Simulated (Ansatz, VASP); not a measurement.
## AlO2 in VASP and in Ansatz

```
Al O
1.0
     9.44000    0.00000    0.00000
     0.00000    2.84000    0.00000
     0.00000    0.00000    4.42000
Al O
4 8
Direct
  0.14600 0.25000 0.95200
  0.85400 0.75000 0.04800
  0.35400 0.75000 0.45200
  0.64600 0.25000 0.54800
  0.80100 0.25000 0.28700
  0.19900 0.75000 0.71300
  0.69900 0.75000 0.78700
  0.30100 0.25000 0.21300
  0.94400 0.25000 0.80200
  0.05600 0.75000 0.19800
  0.55600 0.75000 0.30200
  0.44400 0.25000 0.69800
```

Alike in both runs: task single point; functional r2SCAN; k mesh 2 × 6 × 4; occupations gaussian, width 0.1 eV; collinear spin.

|  | VASP | Ansatz |
| --- | --- | --- |
| version | VASP 6.6.1 | Ansatz 0.2.0 |
| potentials or method | VASP PAW PBE potentials, release 64 (Al, O), cutoff 520 eV | scalar-relativistic, plane waves, PAW |
| valence electrons in the cell | 60 | 60 |

Ansatz gave:

```
gap on the k mesh at the Fermi level (eV)                     : none
pressure (GPa)                                                : -5.9
traceless stress, the component that is largest in VASP (GPa) : 5.77
rms of the force components (eV/Å)                            : 0.554
net moment per atom (μB)                                      : 0.33
size of the moment on the site where the two differ most (μB) : 0.66
```

Task: Which values does VASP return?

Result: gap on the k mesh at the Fermi level (eV): none; pressure (GPa): -6.2; traceless stress, the component that is largest in VASP (GPa): 6.05; rms of the force components (eV/Å): 0.563; net moment per atom (μB): 0.33; size of the moment on the site where the two differ most (μB): 0.63.

VASP's potentials were made for PBE, not for r2SCAN. Site moments also hang on the region over which each program counts them. Atom by atom the forces differ by 0.012 eV/Å (rms over components). A gap of «none» marks a metal or a gap that the smearing closes. Ansatz's warnings: stability check not made.

The k mesh is coarse, so the values compare programs but aren't converged.
